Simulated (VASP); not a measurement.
# ZrN: electric field gradients with PBE

The system is ZrN.

```
Zr N
1.0
     0.00000    2.26890    2.26890
     2.26890    0.00000    2.26890
     2.26890    2.26890    0.00000
Zr N
1 1
Direct
  0.00000 0.00000 0.00000
  0.50000 0.50000 0.50000
```

This cell differs from its parent crystal: volume scaled by 0.98.

| Property | Result |
| --- | --- |
| Program | VASP 6.6.1 |
| Task | electric field gradients |
| Functional | PBE |
| Potentials or basis | VASP PAW PBE potentials, release 64 (Zr_sv, N) |
| Cutoff | 520 eV |
| k mesh | 9 × 9 × 9 |
| Occupations | fermi-dirac, width 0.01 eV |
| Spin | no spin polarisation |
| Dipole correction | no |
| Further INCAR settings | ALGO = Normal; EDIFF = 1e-08; NBANDS = 16 |

```json
{"Pressure": "10.4 GPa"}
```

Levels at points of the mesh, in eV from the Fermi level:
| k point | band 7 | band 8 | band 9 | band 10 | band 11 | band 12 |
| --- | --- | --- | --- | --- | --- | --- |
| (0.00, 0.00, 0.00) | -2.68 | -2.68 | -0.39 | -0.39 | -0.39 | 1.68 |

Wall time 7.5 s on 1 thread of Intel(R) Xeon(R) 6975P-C (Granite Rapids), on a shared host, peak memory 0.14 GiB.

Caveat: without QUAD_EFG the Cq values of the log hold for a quadrupole moment of 1 mb, not for the nuclei.
